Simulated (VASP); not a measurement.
Input of a VASP 6.6.1 run:

File INCAR:

```
ALGO = Normal
EDIFF = 1E-7
ENCUT = 520
GGA = CA
ISIF = 2
ISMEAR = 1
LASPH = True
LCHARG = False
LREAL = False
LWAVE = False
NBANDS = 11
NELM = 100
PREC = Accurate
SIGMA = 0.05
```

File KPOINTS:

```
k-points
0
Gamma
  9 9 9
```

POSCAR

```
Ca
1.0
   -2.2052049036      2.2052049036      2.1961148100
    2.2052049036     -2.2052049036      2.1961148100
    2.2052049036      2.2052049036     -2.1961148100
Ca
1
Direct
    0.5000000000      0.5000000000      0.0000000000
```

Potentials or basis: VASP PAW LDA potentials, release 64 (Ca_sv).

Run with:

```bash
$ cat potpaw_LDA.64/Ca_sv/POTCAR > POTCAR
$ mpirun -np 1 vasp_std > vasp.out
```

Task: What does it give for the band gap on the k mesh?

Result: Zero (bands 5 and 6 overlap by 0.16 eV).

Task: What does it give for the pressure?

Result: -1.8 GPa.

Stress tensor (GPa, compression positive):
```
-1.81  0.00  0.00
 0.00 -1.81  0.00
 0.00  0.00 -1.90
```
